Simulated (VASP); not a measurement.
The system is Sb.

```
CELL_PARAMETERS angstrom
7.01334 0.00000 0.00000
-3.50667 6.07373 0.00000
0.00000 0.00000 5.61084
ATOMIC_POSITIONS crystal
Sb 0.50000 0.00000 0.50000
Sb 0.00000 0.50000 0.50000
Sb 0.50000 0.50000 0.50000
Sb 0.33333 0.66667 0.25173
Sb 0.33333 0.66667 0.74827
Sb 0.66667 0.33333 0.74827
Sb 0.66667 0.33333 0.25173
Sb 0.00000 0.00000 0.00000
```

| Quantity | Value |
| --- | --- |
| Program | VASP 6.6.1 |
| Task | relaxation of cell and atoms |
| Functional | PBE |
| Potentials or basis | VASP PAW PBE potentials, release 64 (Sb) |
| Cutoff | 600 eV |
| k mesh | 3 × 3 × 4 |
| Occupations | gaussian, width 0.1 eV |
| Spin | no spin polarisation |

At the start: pressure 42.4 GPa; volume 29.88 Å³/atom.

Question: How do energy, volume and symmetry change on relaxing?

Answer: Over 12 steps the energy falls by 1759.0 meV/atom and the volume is 44.85 Å³/atom (+50.1 %); space group P6/mmm (No. 191, to 0.05 Å).

Step by step:
```tsv
step	energy change (eV)	largest force (eV/Å)	pressure (GPa)	volume (Å³)
1	0.0000	10.4575	42.44	239.01
2	-6.8154	1.3171	-2.88	629.42
3	-8.6633	1.7353	-3.40	558.06
4	-10.5162	1.9764	-3.59	496.92
5	-13.8254	1.2620	1.07	352.48
6	-13.8203	1.3526	0.66	357.06
7	-14.0281	0.3215	-0.84	369.80
8	-14.0283	0.3465	-0.80	369.29
9	-14.0705	0.0748	-0.05	359.85
10	-14.0711	0.0366	0.05	358.64
11	-14.0711	0.0297	0.07	358.43
12	-14.0720	0.0057	0.02	358.76
```

Final structure:
```
Sb
1.0
     7.84269    0.00000    0.00000
    -3.92134    6.79197    0.00000
     0.00000    0.00000    6.73518
Sb
8
Cartesian
  3.9213 0.0000 3.3676
  -1.9607 3.3960 3.3676
  1.9607 3.3960 3.3676
  0.0000 4.5280 1.4417
  0.0000 4.5280 5.2935
  3.9213 2.2640 5.2935
  3.9213 2.2640 1.4417
  0.0000 0.0000 0.0000
```

Caveat: the volume moved by over 15 % at a fixed basis, so the end points are rough.
